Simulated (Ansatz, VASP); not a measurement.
# Two plane-wave programs on InSb3

File INCAR:

```
SYSTEM = InSb3
  ALGO = Normal
  EDIFF = 1E-6
  ENCUT = 520
  GGA = PS
  ISIF = 2
  ISMEAR = 0
  LASPH = .TRUE.
  LCHARG = .FALSE.
  LREAL = .FALSE.
  LWAVE = .FALSE.
  NBANDS = 22
  NELM = 100
  PREC = Accurate
  SIGMA = 0.15
```

The input KPOINTS:

```
k-points
0
G
  10 10 10
  0 0 0
```

POSCAR

```
InSb3
1.0
    5.0684757204      0.0000000000      0.0000000000
    0.0000000000      5.0684757204      0.0000000000
    0.0000000000      0.0000000000      4.2250813605
In Sb
1 3
Direct
    0.0000000000      0.0000000000      0.0000000000
    0.5000000000      0.0000000000      0.5000000000
    0.0000000000      0.5000000000      0.5000000000
    0.5000000000      0.5000000000      0.0000000000
```

Input for Ansatz:

```yaml
crystal:
  lattice:
    - [5.0684757204, 0.0, 0.0]
    - [0.0, 5.0684757204, 0.0]
    - [0.0, 0.0, 4.2250813605]
  atoms:
    - { symbol: In, position: [0.0, 0.0, 0.0] }
    - { symbol: Sb, position: [0.5, 0.0, 0.5] }
    - { symbol: Sb, position: [0.0, 0.5, 0.5] }
    - { symbol: Sb, position: [0.5, 0.5, 0.0] }
basis:
  ecutwfc: 420
kpoints:
  mp_grid: { grid: [10, 10, 10] }
hamiltonian:
  xc: pbesol
  pseudopotentials: { kind: paw, azcp: { folder: soft_1 } }
scf:
  occupations: { method: gaussian, width: 0.15 }
output:
  forces: true
  stress: true
  eigenvalues: true
  write_density: true
  write_potential: true
  elf: true
  volumetric_format: npy
```

Alike in both runs: task single point; functional PBEsol; k mesh 10 × 10 × 10; occupations gaussian, width 0.15 eV; no spin polarisation.

|  | VASP | Ansatz |
| --- | --- | --- |
| version | VASP 6.6.1 | Ansatz 0.2.0 |
| potentials or method | VASP PAW PBE potentials, release 64 (In_d, Sb), cutoff 520 eV | scalar-relativistic, plane waves, PAW |
| valence electrons in the cell | 28 | 58 |

Ansatz gave:

```
gap on the k mesh at the Fermi level (eV)                     : none
pressure (GPa)                                                : -1.9
traceless stress, the component that is largest in VASP (GPa) : -0.93
```

**Question.** What did VASP give for the same quantities?

**Answer.** gap on the k mesh at the Fermi level (eV): none; pressure (GPa): -1.9; traceless stress, the component that is largest in VASP (GPa): -0.94.

VASP's potentials were made for PBE, not for PBEsol, and Ansatz warns of the same on its side. A gap of «none» marks a metal or a gap that the smearing closes. The functional is the same, so the differences come from potentials, cutoffs and numerics. VASP's potentials hold 28 valence electrons a cell and Ansatz's 58, so a difference there can come from the potentials and not from the codes.

Spin-orbit coupling is off throughout.
